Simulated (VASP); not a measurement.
**Tc: single point with r2SCAN0**

Crystal: Tc.

```
Tc
1.0
     0.00000    1.86865    1.86865
     1.86865    0.00000    1.86865
     1.86865    1.86865    0.00000
Tc
1
Direct
  0.00000 0.00000 0.00000
```

This isn't the form of Tc at room conditions, which is hcp.

```yaml
Program: VASP 6.6.1
Task: single point
Functional: r2SCAN0
Potentials_or_basis: VASP PAW PBE potentials, release 64 (Tc_pv)
Cutoff: 440 eV
k_mesh: 8 × 8 × 8
Occupations: gaussian, width 0.02 eV
Spin: no spin polarisation
```

```json
{"Pressure": "24.8 GPa", "Band gap on the k mesh": "zero (an odd number of electrons rules out a gap without spin polarisation)"}
```

Levels at points of the mesh, in eV from the Fermi level:
```csv
k point,band 5,band 6,band 7,band 8,band 9,band 10
"(0.00, 0.00, 0.00)",-3.30,-3.30,-3.30,1.63,1.63,15.38
"(0.50, 0.00, 0.00)",-3.46,-3.46,1.27,4.13,4.13,13.97
"(0.50, 0.50, 0.00)",-8.06,4.29,4.83,4.83,4.92,15.48
```

Run time: 24 min on 1 thread of AMD EPYC 7R13 Processor (Zen 3), with other jobs on the host, peak memory 0.11 GiB.

Caveat: the k points lie up to 0.36 Å⁻¹ apart, too coarse for converged energies and pressures of a metal; the PAW data sets were made with another functional, which shifts forces and pressure a little.
